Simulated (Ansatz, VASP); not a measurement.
# One calculation of Fe, two programs

Contents of INCAR:

```
SYSTEM = Fe
  PREC = Accurate
  ENCUT = 600
  EDIFF = 1E-6
  ISMEAR = 0
  SIGMA = 0.6
  LREAL = .False.
  LASPH = .True.
  NELM = 200
  ALGO = Normal
  ISIF = 2
  LWAVE = .False.
  LCHARG = .False.
  ISPIN = 2
  MAGMOM = 1.988
  LORBIT = 11
  LMAXMIX = 4
  NBANDS = 18
  GGA_COMPAT = .False.
```

File KPOINTS:

```
Automatic mesh
0
Gamma
  16 16 16
  0 0 0
```

Contents of POSCAR:

```
Fe
1.0
   -1.3745984210      1.3745984210      1.3745984210
    1.3745984210     -1.3745984210      1.3745984210
    1.3745984210      1.3745984210     -1.3745984210
Fe
1
Direct
    0.0000000000      0.0000000000      0.0000000000
```

Input for Ansatz:

```yaml
crystal:
  lattice:
    - [-1.374598421, 1.374598421, 1.374598421]
    - [1.374598421, -1.374598421, 1.374598421]
    - [1.374598421, 1.374598421, -1.374598421]
  atoms:
    - { symbol: Fe, position: [0.0, 0.0, 0.0], spin: 1.988 }
hamiltonian:
  xc: lda
  pseudopotentials:
    kind: paw
    azcp:
      Fe: "pseudopotentials/Fe.paw.azcp"
basis:
  ecutwfc: 420
  fft_grid_basis: typed
kpoints:
  mp_grid: { grid: [16, 16, 16], shift: [0, 0, 0] }
magnetization:
  spin_polarized: true
scf:
  occupations: { method: gaussian, width: 0.6 }
  lower_state_search: "off"
output:
  stress: true
```

Alike in both runs: task single point; functional LDA; k mesh 16 × 16 × 16; occupations gaussian, width 0.6 eV; collinear spin.

|  | VASP | Ansatz |
| --- | --- | --- |
| version | VASP 6.6.1 | Ansatz 0.2.0 |
| potentials or method | VASP PAW LDA potentials, release 64 (Fe_sv), cutoff 600 eV | plane waves (420 eV) with PAW, scalar-relativistic |
| valence electrons in the cell | 16 | 16 |

|  | VASP | Ansatz | Ansatz less VASP |
| --- | --- | --- | --- |
| pressure (GPa) | -5.3 | -0.5 | +4.78 |
| net moment per atom (μB) | 1.75 | 1.83 | +0.083 |
| size of the moment on the site where the two differ most (μB) | 1.72 | 1.83 | +0.115 |

Ansatz warns that its potentials were made for another functional, while VASP's fit it. LDA's correlation is that of Perdew and Zunger in VASP and of Perdew and Wang (1992) in Ansatz. Site moments also hang on the region over which each program counts them. One of these differences is far larger than is usual between the two programs; its cause wasn't traced.
